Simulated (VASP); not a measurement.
Write the native input for VASP 6.6.1 that does the following.

| Property | Result |
| --- | --- |
| Task | single point |
| Functional | PBE |
| Potentials or basis | VASP PAW PBE potentials, release 64 (Pb_d, S) |
| Cutoff | 520 eV |
| k mesh | 8 × 8 × 8 |
| Occupations | fermi-dirac, width 0.02 eV |
| Spin | no spin polarisation |
| Dipole correction | no |
| Further INCAR settings | ALGO = Normal; EDIFF = 1e-06; NBANDS = 17 |

The structure of PbS lies in POSCAR:

```
PbS
1.0
    0.0000000000      2.8713280870      2.8713280870
    2.8713280870      0.0000000000      2.8713280870
    2.8713280870      2.8713280870      0.0000000000
Pb S
1 1
Direct
    0.0000000000      0.0000000000      0.0000000000
    0.5000000000      0.5000000000      0.5000000000
```

This cell differs from its parent crystal: strain -3.9%.

The input as run:

INCAR

```
PREC = Accurate ; ENCUT = 520
EDIFF = 1E-6 ; ISMEAR = -1
SIGMA = 0.02 ; LREAL = F
LASPH = T ; NELM = 100
ALGO = Normal ; ISIF = 2
LWAVE = F ; LCHARG = F
GGA = PE ; NBANDS = 17
```

KPOINTS

```
Automatic mesh
0
Gamma
  8 8 8
```

Potentials or basis: VASP PAW PBE potentials, release 64 (Pb_d, S).

Launch:

```console
$ cat potpaw_PBE.64/Pb_d/POTCAR potpaw_PBE.64/S/POTCAR > POTCAR
$ mpirun -np 1 vasp_std > vasp.out
```

It gave:

* Pressure: 9.3 GPa
* Band gap on the k mesh: 0.05 eV, direct

Caveat: the cell differs from its parent crystal (strain -3.9%); spin-orbit coupling is left out, which moves the levels of the heavy elements.

It took 11 s on 1 thread of AMD EPYC 9R45 96-Core Processor (Zen 5), on a shared host, peak memory 0.15 GiB.
